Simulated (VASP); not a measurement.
Wanted: the native input for a VASP 6.6.1 run.

| Property | Result |
| --- | --- |
| Task | single point |
| Functional | PBE |
| Potentials or basis | VASP PAW PBE potentials, release 64 (Ti_sv, B, N) |
| Cutoff | 520 eV |
| k mesh | 10 × 10 × 10 |
| Occupations | gaussian, width 0.1 eV |
| Spin | no spin polarisation |
| Dipole correction | no |
| Further INCAR settings | ALGO = Normal; EDIFF = 1e-06; NBANDS = 42 |

The structure of Ti2BN lies in POSCAR:

```
Ti2BN
1.0
    1.5698883098     -8.6084058116      0.0000000000
    1.5698883098      8.6084058116      0.0000000000
    0.0000000000      0.0000000000      3.0153216531
Ti B N
4 2 2
Direct
    0.6926448926      0.3073551074      0.2500000000
    0.0721381822      0.9278618178      0.7500000000
    0.3073551074      0.6926448926      0.7500000000
    0.9278618178      0.0721381822      0.2500000000
    0.5271879670      0.4728120330      0.2500000000
    0.4728120330      0.5271879670      0.7500000000
    0.1889470801      0.8110529199      0.7500000000
    0.8110529199      0.1889470801      0.2500000000
```

These files were run (other wordings do the same):

INCAR

```
PREC     = Accurate       # precision mode
ENCUT    = 520            # plane-wave cutoff, eV
EDIFF    = 1E-6           # SCF threshold, eV
ISMEAR   = 0              # smearing method
SIGMA    = 0.1            # smearing width, eV
LREAL    = F              # projectors in reciprocal space
LASPH    = T              # aspherical terms in the spheres
NELM     = 100            # most SCF steps
ALGO     = Normal         # electronic algorithm
ISIF     = 2              # what is computed and relaxed
LWAVE    = F              # write WAVECAR
LCHARG   = F              # write CHGCAR
GGA      = PE             # functional
NBANDS   = 42             # bands
```

KPOINTS

```
Automatic mesh
0
Gamma
  10 10 10
```

Potentials or basis: VASP PAW PBE potentials, release 64 (Ti_sv, B, N).

Run with:

```console
$ cat potpaw_PBE.64/Ti_sv/POTCAR potpaw_PBE.64/B/POTCAR potpaw_PBE.64/N/POTCAR > POTCAR
$ mpirun -np 1 vasp_std > vasp.out
```

It gave:

```
Pressure               : 0.3 GPa
Largest force          : 0.027 eV/Å
Band gap on the k mesh : zero (bands 32 and 33 overlap by 0.74 eV)
```

Wall time 12 min on 1 thread of Intel(R) Xeon(R) 6975P-C (Granite Rapids), on a shared host, peak memory 0.69 GiB.
